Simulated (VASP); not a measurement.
Input of a VASP 6.6.1 run:

INCAR

```
SYSTEM = Sn8Se7
PREC = Accurate
ENCUT = 520
EDIFF = 1E-6
ISMEAR = 0
SIGMA = 0.1
LREAL = Auto
LASPH = .True.
NELM = 60
ALGO = Normal
ISIF = 2
LWAVE = .False.
LCHARG = .False.
GGA = PE
IVDW = 12
ISYM = 0
NBANDS = 90
```

The input KPOINTS:

```
Automatic mesh
0
Gamma
  2 2 2
  0.5 0.5 0.5
```

POSCAR

```
Sn8Se7
1.0
   -5.9630766765      5.9636387271     -0.1575127479
   -0.1552768709      5.9658746041     -5.9653089517
   -5.9666514889      0.1539379355     -5.9666478871
Sn Se
8 7
Direct
   -0.0141561236      0.9847865334      0.5206513426
   -0.0170209100      0.5125432507      0.5110585086
    0.0019696146      1.0010902844      0.9997583056
    0.9876163932      0.5196857405     -0.0136298097
    0.5118993290      0.9828430999      0.5103905009
    0.4993644894      0.4990226188      0.4978275835
    0.5173438428     -0.0098635764      0.9888284664
    0.5122164129      0.5113163272      0.9812362992
    0.2500908786      0.7509140176      0.7486085740
    0.2510036870      0.2497877692      0.7487872358
    0.2491073693      0.7504312210      0.2502873044
    0.2506107541      0.2503775697      0.2494668155
    0.7500257103      0.2502250960      0.7496844026
    0.7512182841      0.7497348181      0.2488107555
    0.7503791774      0.2506803719      0.2485926495
```

Potentials or basis: VASP PAW PBE potentials, release 64 (Sn_d, Se).

Run with:

```sh
$ cat potpaw_PBE.64/Sn_d/POTCAR potpaw_PBE.64/Se/POTCAR > POTCAR
$ mpirun -np 1 vasp_std > vasp.out
```

What does it give for the largest force?

0.055 eV/Å.

Estimate the dispersion energy per atom.

-0.357 eV.

Forces on the atoms (eV/Å):
```
Sn   0.010  0.003 -0.017
Sn   0.011 -0.017 -0.025
Sn  -0.025  0.025 -0.042
Sn   0.014 -0.007  0.001
Sn  -0.019  0.006  0.010
Sn   0.021 -0.018  0.030
Sn  -0.006 -0.005  0.020
Sn  -0.005  0.010 -0.013
Se  -0.007 -0.003  0.013
Se   0.000 -0.003 -0.006
Se  -0.001  0.012  0.011
Se   0.000  0.006  0.003
Se   0.010  0.004  0.016
Se   0.000 -0.009 -0.004
Se  -0.004 -0.003  0.002
```
